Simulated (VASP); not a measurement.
# MgSi32 (a cell with a defect) in VASP: notebook

Runs on MgSi32 (a cell with a defect). Level: PBE. Tasks: single point.

All numbers are computed with VASP 6.6.1; they aren't measurements. Logs are shortened: lines on timing, memory, paths and dates and some standing lists are left out, and cuts for length are marked.

## 1. The cell of the first run

The cell holds a defect, 33 atoms: a = 9.220 Å, b = 9.220 Å, c = 9.992 Å, α = 116.09°, β = 116.09°, γ = 92.69°.

## 2. Single point, PBE

Input file INCAR:

```
PREC = Accurate
ENCUT = 520
EDIFF = 1E-6
ISMEAR = 0
SIGMA = 0.02
LREAL = Auto
LASPH = True
NELM = 80
ALGO = Normal
ISIF = 2
LWAVE = False
LCHARG = True
GGA = PE
LELF = True
LVHAR = True
NELECT = 128.0
NBANDS = 87
```

Input file KPOINTS:

```
Automatic mesh
0
Gamma
  2 2 2
  0.5 0.5 0.5
```

Input file POSCAR:

```
MgSi32
1.0
    0.0000000001     -6.6706137337      6.3650227274
   -0.0000000001      6.6706137337      6.3650227274
   -7.7025612697     -0.0000000001     -6.3650227274
Si Mg
32 1
Direct
    0.4881610904      0.3254449322      0.7500695632
    0.7380377265      0.5752951922      0.2497933355
    0.1170788864      0.4473424841      0.5005357770
    0.6164551053      0.9467590537      0.4993126320
    0.9849428159      0.8116480799      0.7392776441
    0.8539526533      0.2027493882     -0.0000746512
    0.3655830079      0.6979071087     -0.0000252676
    0.2455696701      0.0722289280      0.2605037255
    0.7062554737      0.3667559665      0.5084809998
    0.9436451111      0.6236308099     -0.0000699890
    0.3230556834      0.4907866865      0.2506481704
    0.8222233469      0.9904615178      0.2491903067
    0.1977122388      0.8581784984      0.4913359861
    0.0723390281      0.2400812789      0.7492294182
    0.5729549575      0.7412411215      0.7507231745
    0.4475488821      0.1124867024     -0.0001273231
    0.6745217976      0.5118555729      0.7500933369
    0.9243684870      0.7616771174      0.2497595119
    0.3030109119      0.6333226604      0.5005083981
    0.8024032265      0.1327492187      0.4993384976
    0.1775993148      0.0042789641      0.7392635785
    0.0470741916      0.3959489260     -0.0000711246
    0.5519177932      0.8842609282     -0.0000273427
    0.4382545089      0.2648943969      0.2605094992
    0.8831416556      0.5435809095      0.4913868694
    0.1373067340      0.8023029170     -0.0001225344
    0.5086184012      0.6767866572      0.2491617234
    0.0097601418      0.1774497496      0.2506584665
    0.3916605249      0.0521358076      0.5084391307
    0.2593974811      0.4276154763      0.7507569723
    0.7590253315      0.9267324609      0.7492138231
    0.6262597707      0.3062222284     -0.0000638361
    0.1242697686      0.1256375600     -0.0000758066
```

Potentials or basis: VASP PAW PBE potentials, release 64 (Si, Mg).

Run with:

```sh
cat potpaw_PBE.64/Si/POTCAR potpaw_PBE.64/Mg/POTCAR > POTCAR
mpirun -np 1 vasp_std > vasp.out
```

OUTCAR:

```text
PREC = Accurate
   ENCUT = 520
   EDIFF = 1E-6
   ISMEAR = 0
   LREAL = Auto
   LASPH = True
   NELM = 80
   ISIF = 2
   GGA = PE
   NELECT = 128.0

 ion  position               nearest neighbor table
   1  0.488  0.325  0.750-  32 2.35  29 2.35  30 2.35  17 2.37
   2  0.738  0.575  0.250-  32 2.35  25 2.35  27 2.35  18 2.37
   3  0.117  0.447  0.501-  25 2.35  28 2.35  30 2.35  19 2.37
   4  0.616  0.947  0.499-  29 2.35  31 2.35  27 2.35  20 2.37
   5  0.985  0.812  0.739-  25 2.34  26 2.40  31 2.40  21 2.45  33 2.63
   6  0.854  0.203  1.000-  32 2.35  31 2.40  28 2.40  22 2.46  33 2.62
   7  0.366  0.698  1.000-  27 2.35  30 2.35  26 2.35  23 2.37
   8  0.246  0.072  0.261-  29 2.34  26 2.40  28 2.40  24 2.45  33 2.63
   9  0.706  0.367  0.508-  24 2.34  17 2.35  20 2.35  25 2.36
  10  0.944  0.624  1.000-  18 2.35  17 2.35  22 2.35  26 2.37
  11  0.323  0.491  0.251-  19 2.35  27 2.37  24 2.40  22 2.40  33 2.99
  12  0.822  0.990  0.249-  18 2.35  23 2.35  20 2.35  28 2.37
  13  0.198  0.858  0.491-  21 2.34  18 2.35  19 2.35  29 2.36
  14  0.072  0.240  0.749-  20 2.35  30 2.37  21 2.40  22 2.40  33 2.99
  15  0.573  0.741  0.751-  17 2.35  23 2.35  19 2.35  31 2.37
  16  0.448  0.112  1.000-  23 2.35  32 2.37  21 2.40  24 2.40  33 2.99
  17  0.675  0.512  0.750-  10 2.35   9 2.35  15 2.35   1 2.37
  18  0.924  0.762  0.250-  10 2.35  13 2.35  12 2.35   2 2.37
  19  0.303  0.633  0.501-  13 2.35  11 2.35  15 2.35   3 2.37
  20  0.802  0.133  0.499-   9 2.35  14 2.35  12 2.35   4 2.37
  21  0.178  0.004  0.739-  13 2.34  16 2.40  14 2.40   5 2.45  33 2.63
  22  0.047  0.396  1.000-  10 2.35  14 2.40  11 2.40   6 2.46  33 2.62
  23  0.552  0.884  1.000-  12 2.35  15 2.35  16 2.35   7 2.37
  24  0.438  0.265  0.261-   9 2.34  16 2.40  11 2.40   8 2.45  33 2.63
  25  0.883  0.544  0.491-   5 2.34   2 2.35   3 2.35   9 2.36
  26  0.137  0.802  1.000-   7 2.35  10 2.37   8 2.40   5 2.40  33 2.99
  27  0.509  0.677  0.249-   2 2.35   7 2.35   4 2.35  11 2.37
  28  0.010  0.177  0.251-   3 2.35  12 2.37   8 2.40   6 2.40  33 2.99
  29  0.392  0.052  0.508-   8 2.34   1 2.35   4 2.35  13 2.36
  30  0.259  0.428  0.751-   1 2.35   7 2.35   3 2.35  14 2.37
  31  0.759  0.927  0.749-   4 2.35  15 2.37   5 2.40   6 2.40  33 2.99
  32  0.626  0.306  1.000-   2 2.35   1 2.35   6 2.35  16 2.37
  33  0.124  0.126  1.000-   6 2.62  22 2.62  24 2.63   8 2.63   5 2.63  21 2.63  16 2.99  26 2.99
                            14 2.99  11 2.99  31 2.99  28 2.99

  LATTYP: Found a face centered orthorhombic cell.
 ALAT       =    12.7300454548
 B/A-ratio  =     1.0480109843
 C/A-ratio  =     1.2101388478

  Lattice vectors:

 A1 = (  -7.7025612698,   6.6706137336,   0.0000000000)
 A2 = (  -7.7025612697,  -0.0000000001,   6.3650227274)
 A3 = (  -0.0000000001,   6.6706137337,   6.3650227274)

Analysis of symmetry for initial positions (statically):
=====================================================================
 Subroutine PRICEL returns:
 Original cell was already a primitive cell.

 Routine SETGRP: Setting up the symmetry group for a
 face centered orthorhombic supercell.

 Subroutine GETGRP returns: Found  1 space group operations
 (whereof  1 operations were pure point group operations)
 out of a pool of  8 trial point group operations.

The static configuration has the point symmetry C_1 .

Analysis of symmetry for dynamics (positions and initial velocities):
=====================================================================
 Subroutine PRICEL returns:
 Original cell was already a primitive cell.

 Routine SETGRP: Setting up the symmetry group for a
 face centered orthorhombic supercell.

 Subroutine GETGRP returns: Found  1 space group operations
 (whereof  1 operations were pure point group operations)
 out of a pool of  8 trial point group operations.

The dynamic configuration has the point symmetry C_1 .

 Subroutine INISYM returns: Found  1 space group operations
 (whereof  1 operations are pure point group operations),
 and found     1 'primitive' translations

----------------------------------------------------------------------------------------

                                     Primitive cell

  volume of cell :     654.0801

  direct lattice vectors                    reciprocal lattice vectors
     0.000000000 -6.670613734  6.365022727    -0.064913473 -0.074955622  0.078554315
[... 47 lines left out ...]
                 5           5
                 6           6
[... 25 lines left out ...]
                32          32
                33          33

----------------------------------------------------------------------------------------

 KPOINTS: Automatic mesh

Automatic generation of k-mesh.
 Grid dimensions read from file:
 generate k-points for:    2    2    2

 Generating k-lattice:

  Cartesian coordinates                     Fractional coordinates (reciprocal lattice)
    -0.032456736 -0.037477811  0.039277157     0.500000000  0.000000000  0.000000000
    -0.032456736  0.037477811  0.039277157     0.000000000  0.500000000  0.000000000
    -0.064913473 -0.000000000  0.000000000     0.000000000  0.000000000  0.500000000

  Length of vectors
     0.063251254  0.063251254  0.064913473

  Shift w.r.t. Gamma in fractional coordinates (k-lattice)
     0.500000000  0.500000000  0.500000000

 Subroutine IBZKPT returns following result:
 ===========================================

 Found      4 irreducible k-points:

 Following reciprocal coordinates:
            Coordinates               Weight
  0.250000  0.250000  0.250000      2.000000
 -0.250000  0.250000  0.250000      2.000000
 -0.250000  0.250000 -0.250000      2.000000
 -0.250000 -0.250000  0.250000      2.000000
   k-points           NKPTS =      4   k-points in BZ     NKDIM =      4   number of bands    NBANDS=     87
   number of dos      NEDOS =    301   number of ions     NIONS =     33
   total plane-waves  NPLWV = 392000
   dimension x,y,z NGX =    70 NGY =   70 NGZ =   80
   dimension x,y,z NGXF=   140 NGYF=  140 NGZF=  160
   ions per type =              32   1
   NGX,Y,Z   is equivalent  to a cutoff of  12.62, 12.62, 13.31 a.u.
   NGXF,Y,Z  is equivalent  to a cutoff of  25.24, 25.24, 26.62 a.u.
 SYSTEM =  unknown system
   PREC   = accura    normal or accurate (medium, high low for compatibility)
   ISTART =      0    job   : 0-new  1-cont  2-samecut
   ICHARG =      2    charge: 1-file 2-atom 10-const
   ISPIN  =      1    spin polarized calculation?
   LNONCOLLINEAR =      F non collinear calculations
   LSORBIT =      F    spin-orbit coupling
   LASPH  =      T    aspherical Exc in radial PAW
   ENCUT  =  520.0 eV  38.22 Ry    6.18 a.u.  17.14 17.14 18.58*2*pi/ulx,y,z
   NELM   =     80;   NELMIN=  2; NELMDL= -5     # of ELM steps
   EDIFF  = 0.1E-05   stopping-criterion for ELM
   LREAL  =      T    real-space projection
   EDIFFG = 0.1E-04   stopping-criterion for IOM
   NSW    =      0    number of steps for IOM
   IBRION =     -1    ionic relax: 0-MD 1-quasi-New 2-CG
   NFREE  =      0    steps in history (QN), initial steepest desc. (CG)
   ISIF   =      2    stress and relaxation
   ISYM   =      2    0-nonsym 1-usesym 2-fastsym
   POTIM  = 0.5000    time-step for ionic-motion
   TEBEG  =    0.0;   TEEND  =   0.0 temperature during run
   PSTRESS=    0.0 pullay stress
   NELECT =     128.0000    total number of electrons
   NUPDOWN=      -1.0000    fix difference up-down
   EMIN   =  10.00;   EMAX   =-10.00  energy-range for DOS
   EFERMI =   0.00;   METHOD = LEGACY
   ISMEAR =     0;   SIGMA  =   0.02  broadening in eV -4-tet -1-fermi 0-gaus
   EFERMI_NEDOS =   21; number of points for ismear=-14 and -15
   IALGO  =     38    algorithm
   IMIX   =      4    mixing-type and parameters
     AMIX     =   0.40;   BMIX     =  1.00
     AMIX_MAG =   1.60;   BMIX_MAG =  1.00
  volume/ion in A,a.u.               =      19.82       133.76
  Fermi-wavevector in a.u.,A,eV,Ry     =   0.950461  1.796112 12.291190  0.903377
  Thomas-Fermi vector in A             =   2.078840
   LORBIT       =      0    0 simple, 1 ext, 2 COOP (PROOUT), +10 PAW based schemes
   GGA     = PE    functional components
   LHFCALC =     F    Hartree Fock is set to
   AEXX    =    0.0000 exact exchange contribution
   IVDW    =     0    specifies the selected vdW correction
   LEPSILON=     F    determine dielectric tensor
   LRPA    =     F    only Hartree local field effects (RPA)
 non-spin polarized calculation
 Gauss-broadening in eV      SIGMA  =   0.02
  energy-cutoff  :      520.00
  volume of cell :      654.08
 maximum number of plane-waves:     17670
 NGX is ok and might be reduce to    70
   NGX = 35   NGY = 35   NGZ = 37

 number of electron     127.9999999 magnetization

 Free energy of the ion-electron system (eV)
  ---------------------------------------------------
  ext. energy  EPLUGINS =         0.00000000
  ---------------------------------------------------
  free energy    TOTEN  =      -185.92235880 eV

  energy without entropy =     -185.92235880  energy(sigma->0) =     -185.92235880

 E-fermi :   5.8050     XC(G=0):  -9.3747

 val. band max:        5.6923244284   @ k =  -0.2500  -0.2500   0.2500
 cond. band min:       6.2973073007   @ k =   0.2500   0.2500   0.2500
 fundamental gap:      0.6049828724
 Fermi energy:         5.8049999272

 k-point     1 :       0.2500    0.2500    0.2500
  band No.  band energies     occupation
      1      -5.4727      2.00000
      2      -5.3158      2.00000
      3      -5.2037      2.00000
      4      -5.1210      2.00000
      5      -3.9550      2.00000
      6      -3.9002      2.00000
[... 305 lines left out ...]
     75       8.0811      0.00000
     76       8.1577      0.00000
 [bands above 76 left out]

------------------------ aborting loop because EDIFF is reached ----------------------------------------

  FORCE on cell =-STRESS in cart. coord.  units (eV):
  Direction    XX          YY          ZZ          XY          YZ          ZX
  --------------------------------------------------------------------------------------
  -------------------------------------------------------------------------------------
  Total      -13.9535728    -13.4171139    -15.5770972     -0.0030923     -0.0017690     -0.0108768
  in kB      -34.1794520    -32.8653892    -38.1562954     -0.0075747     -0.0043331     -0.0266430
  external PRESSURE =     -35.0670455 kB  Pullay stress =       0.0000000 kB

 VOLUME and BASIS-vectors are now :
 -----------------------------------------------------------------------------
  energy-cutoff  :      520.00
  volume of cell :      654.08
      direct lattice vectors                 reciprocal lattice vectors
     0.000000000 -6.670613734  6.365022727    -0.064913473 -0.074955622  0.078554315
    -0.000000000  6.670613734  6.365022727    -0.064913473  0.074955622  0.078554315
    -7.702561270 -0.000000000 -6.365022727    -0.129826945 -0.000000000  0.000000000

 POSITION                                       TOTAL-FORCE (eV/Angst)
 -----------------------------------------------------------------------------------
     -5.77746     -1.08542      0.40441         0.004224     -0.001596      0.004732
     -1.92405     -1.08559      6.76945        -0.004627     -0.001961      0.006770
     -3.85541      2.20306      0.40663         0.002512      0.001772      0.000221
     -3.84599      2.20333      6.77176        -0.004197      0.000793     -0.001790
     -5.69433     -1.15598      6.72982        -0.011295      0.000018      0.008093
     -7.70199     -4.34393      0.36138        -0.000451     -0.000880     -0.003703
[... 25 lines left out ...]
     -7.70207     -2.13485     -0.42935         0.000706      0.003633     -0.000115
     -7.70198      0.00912     -4.77387         0.000846     -0.007484     -0.000782
 -----------------------------------------------------------------------------------
    total drift:                               -0.005130      0.001771     -0.005527

  FREE ENERGIE OF THE ION-ELECTRON SYSTEM (eV)
  ---------------------------------------------------
  free  energy   TOTEN  =      -185.9223587990 eV

  energy  without entropy=     -185.9223587990  energy(sigma->0) =     -185.92235880
```

Run time: 12 min. Hardware: 1 thread of Oxide Virtual Turin-like, shared host; peak memory 0.75 GiB.

Results:

```yaml
Free_energy: -185.9224 eV
Largest_force: 0.017 eV/Å
```

Forces in eV/Å, atoms in the order of the input:
```
Si   0.004 -0.002  0.005
Si  -0.005 -0.002  0.007
Si   0.003  0.002  0.000
Si  -0.004  0.001 -0.002
Si  -0.011  0.000  0.008
Si   0.000 -0.001 -0.004
Si   0.000 -0.005  0.016
Si   0.011  0.001  0.010
Si  -0.011  0.001  0.002
Si   0.002  0.010 -0.001
Si  -0.010 -0.001  0.002
Si   0.013 -0.001  0.008
Si   0.008 -0.001  0.003
Si   0.013  0.002  0.002
Si  -0.013 -0.001  0.006
Si  -0.001  0.006 -0.005
Si   0.006 -0.003 -0.004
Si  -0.005 -0.003 -0.006
Si   0.002  0.003  0.000
Si  -0.003  0.002  0.002
Si  -0.013  0.000 -0.011
Si  -0.001 -0.005 -0.001
Si   0.000 -0.006 -0.012
Si   0.013  0.002 -0.011
Si   0.007 -0.001 -0.004
Si  -0.001  0.002  0.007
Si   0.011  0.000 -0.007
Si  -0.008  0.001  0.000
Si  -0.009  0.002 -0.005
Si  -0.009 -0.001 -0.006
Si   0.011  0.002  0.000
Si   0.001  0.004  0.000
Mg   0.001 -0.007 -0.001
```

Levels at points of the mesh, in eV from the Fermi level:
```tsv
k point	band 62	band 63	band 64	band 65	band 66	band 67
(0.25, 0.25, 0.25)	-1.10	-1.05	-0.94	0.49	0.84	1.00
```

Caveat: the cell carries a net charge on a neutralising background, which shifts energy and pressure; the cell is charged against a uniform background, so pressure and absolute levels hang on convention.

## 3. Single point, PBE

Input file INCAR:

```
  PREC = Accurate
  ENCUT = 520
  EDIFF = 1E-6
  ISMEAR = 0
  SIGMA = 0.02
  LREAL = Auto
  LASPH = T
  NELM = 60
  ALGO = Normal
  ISIF = 2
  LWAVE = F
  LCHARG = F
  GGA = PE
  NELECT = 128.0
  NBANDS = 87
```

KPOINTS is that of step 2.

Input file POSCAR:

```
MgSi32
1.0
    0.0000000001     -6.6706137337      6.3650227274
   -0.0000000001      6.6706137337      6.3650227274
   -7.7025612697     -0.0000000001     -6.3650227274
Si Mg
32 1
Direct
    0.4886731952      0.3250861486      0.7501400895
    0.7385498853      0.5749364543      0.2498639002
    0.1175910296      0.4469836594      0.5006063392
    0.6169673507      0.9464003066      0.4993832396
    0.9854549877      0.8112893042      0.7393482247
    0.8544647849      0.2023906020     -0.0000041545
    0.3660951972      0.6975483570      0.0000453096
    0.2460817913      0.0718700851      0.2605742337
    0.7067676611      0.3663971809      0.5085516185
    0.9441572481      0.6232720814      0.0000005193
    0.3235678183      0.4904278771      0.2507186808
    0.8227355473      0.9901027559      0.2492608540
    0.1982243688      0.8578197488      0.4914065422
    0.0728511748      0.2397224770      0.7492999793
    0.5734671567      0.7408823368      0.7507937681
    0.4480610669      0.1121279595     -0.0000567344
    0.6750339185      0.5114967923      0.7501638478
    0.9248806374      0.7613183261      0.2498300153
    0.3035229966      0.6329638978      0.5005789458
    0.8029154140      0.1323904551      0.4994090752
    0.1781114521      0.0039201338      0.7393340735
    0.0475863603      0.3955901711     -0.0000005193
    0.5524299283      0.8839021268      0.0000432324
    0.4387666709      0.2645356262      0.2605800759
    0.8836537883      0.5432221442      0.4914574344
    0.1378189236      0.8019441716     -0.0000519308
    0.5091305284      0.6764278783      0.2492322921
    0.0102723513      0.1770910346      0.2507290669
    0.3921726644      0.0517769991      0.5085096844
    0.2599096001      0.4272567206      0.7508275231
    0.7595374988      0.9263737218      0.7492844001
    0.6267719371      0.3058635341      0.0000067510
    0.1247820183      0.1252788242     -0.0000051931
```

Potentials or basis: VASP PAW PBE potentials, release 64 (Si, Mg).

Run with:

```sh
cat potpaw_PBE.64/Si/POTCAR potpaw_PBE.64/Mg/POTCAR > POTCAR
mpirun -np 1 vasp_std > vasp.out
```

Wall time 15 min (1 thread of Oxide Virtual Turin-like, shared host); peak memory 0.76 GiB.

It converged, with:

| Quantity | Value |
| --- | --- |
| Free energy | -185.9224 eV |
| Largest force | 0.017 eV/Å |

Forces on the atoms (eV/Å):
```
Si   0.004 -0.002  0.005
Si  -0.004 -0.002  0.007
Si   0.003  0.003  0.000
Si  -0.004  0.000 -0.001
Si  -0.011 -0.001  0.008
Si  -0.001 -0.001 -0.003
Si   0.000 -0.004  0.017
Si   0.010  0.001  0.010
Si  -0.012  0.002  0.003
Si   0.001  0.010 -0.001
Si  -0.010  0.000  0.002
Si   0.012  0.000  0.008
Si   0.009 -0.001  0.001
Si   0.014  0.001  0.003
Si  -0.011 -0.002  0.007
Si  -0.001  0.003 -0.006
Si   0.005 -0.004 -0.004
Si  -0.006 -0.003 -0.006
Si   0.003  0.004 -0.001
Si  -0.003  0.001  0.002
Si  -0.013  0.000 -0.011
Si  -0.001 -0.005 -0.001
Si  -0.001 -0.005 -0.012
Si   0.012  0.002 -0.011
Si   0.006 -0.001 -0.006
Si  -0.001  0.001  0.005
Si   0.011  0.000 -0.005
Si  -0.007  0.001 -0.001
Si  -0.010  0.003 -0.004
Si  -0.009 -0.001 -0.006
Si   0.011  0.003  0.000
Si   0.002  0.004  0.000
Mg   0.001 -0.007 -0.001
```

Levels at points of the mesh, in eV from the Fermi level:
| k point | band 60 | band 61 | band 62 | band 63 | band 64 | band 65 | band 66 | band 67 | band 68 | band 69 |
| --- | --- | --- | --- | --- | --- | --- | --- | --- | --- | --- |
| (0.25, 0.25, 0.25) | -1.14 | -1.14 | -1.10 | -1.05 | -0.94 | 0.49 | 0.84 | 1.00 | 1.10 | 1.23 |

Caveat: the cell carries a net charge on a neutralising background, which shifts energy and pressure; the cell is charged against a uniform background, so pressure and absolute levels hang on convention.

(Part 1 of 2 ends here.)
